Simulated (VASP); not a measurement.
A run of VASP 6.6.1:

Contents of INCAR:

```
PREC     = Accurate       # precision mode
ENCUT    = 520            # plane-wave cutoff, eV
EDIFF    = 1E-7           # SCF threshold, eV
ISMEAR   = 0              # smearing method
SIGMA    = 0.02           # smearing width, eV
LREAL    = Auto         
LASPH    = T              # aspherical terms in the spheres
NELM     = 100            # most SCF steps
ALGO     = Normal         # electronic algorithm
ISIF     = 2              # what is computed and relaxed
LWAVE    = F              # write WAVECAR
LCHARG   = T              # write CHGCAR
GGA      = PE             # functional
LELF     = T              # ELF
LVHAR    = T            
NBANDS   = 88             # bands
```

Contents of KPOINTS:

```
Automatic mesh
0
Gamma
  2 2 2
  0.5 0.5 0.5
```

The input POSCAR:

```
Si16C17
1.0
    4.3797259441      4.3797259441      4.3797259441
   -4.3797259441      4.3797259441     -4.3797259441
   -4.3797259441     -4.3797259441      4.3797259441
Si C
16 17
Direct
    0.2542121389      0.0097718443     -0.0004544805
    0.2452648896      0.7452251674      0.2598475372
    0.5565613080      0.7590051392      0.0113535643
    0.2542298341      0.5004805159      0.5028012090
    0.5051020379      0.5038961406      0.2524232142
    0.7539929535      0.4966091549     -0.0012004176
    0.2534397161      0.2520939698      0.7497802470
    0.4948628128      0.2473412752      0.4955370559
    0.7515003318      0.2477949565      0.2474050920
    0.0019509212      0.2527282561      0.0003641780
    0.5036944156      0.0007984518      0.7520642940
    0.7535109598     -0.0025090611      0.4978166506
    0.0152802940      0.0076551593      0.2559383885
    0.7570978281      0.7504036878      0.7485649883
    0.0020127972      0.7511875268      0.5033993058
   -0.0352466118      0.4713071152      0.7246507066
    0.5039426047      0.2561928564      0.2534512465
    0.5011178845     -0.0011748452      0.4968695594
    0.7782872818      0.0132081324      0.2631500269
    0.5087129945      0.7514570642      0.7479752253
    0.7536605126      0.7508182115      0.5000380225
   -0.0001627956      0.7514759010      0.2542721883
    0.5075078962      0.4972021144      0.0014150429
    0.7334189493      0.4903288533      0.7405881193
    0.0017116368      0.4998165474      0.4996337734
    0.2536450943      0.5005922809      0.2503293617
    0.7530538536      0.2498179142     -0.0005508336
    0.0006997013      0.2467534530      0.7484463735
    0.2551905106      0.2529899163      0.5026748313
    0.0033996419      0.0069115055      0.0022462593
    0.2525978826      0.0010384211      0.7486665928
    0.1545334134      0.7215433204     -0.0220881400
    0.3638189970     -0.1776169354      0.0401260267
```

Potentials or basis: VASP PAW PBE potentials, release 64 (Si, C).

Command:

```console
$ cat potpaw_PBE.64/Si/POTCAR potpaw_PBE.64/C/POTCAR > POTCAR
$ mpirun -np 1 vasp_std > vasp.out
```

Hardware: 1 thread of AMD EPYC 9R45 96-Core Processor (Zen 5) (shared host).

Q: How long does it take, and how much memory?

A: Run time: 2.3 min on 1 thread of AMD EPYC 9R45 96-Core Processor (Zen 5) (shared host), peak memory 0.4 GiB. Counts: scf iterations 18, k points 4.
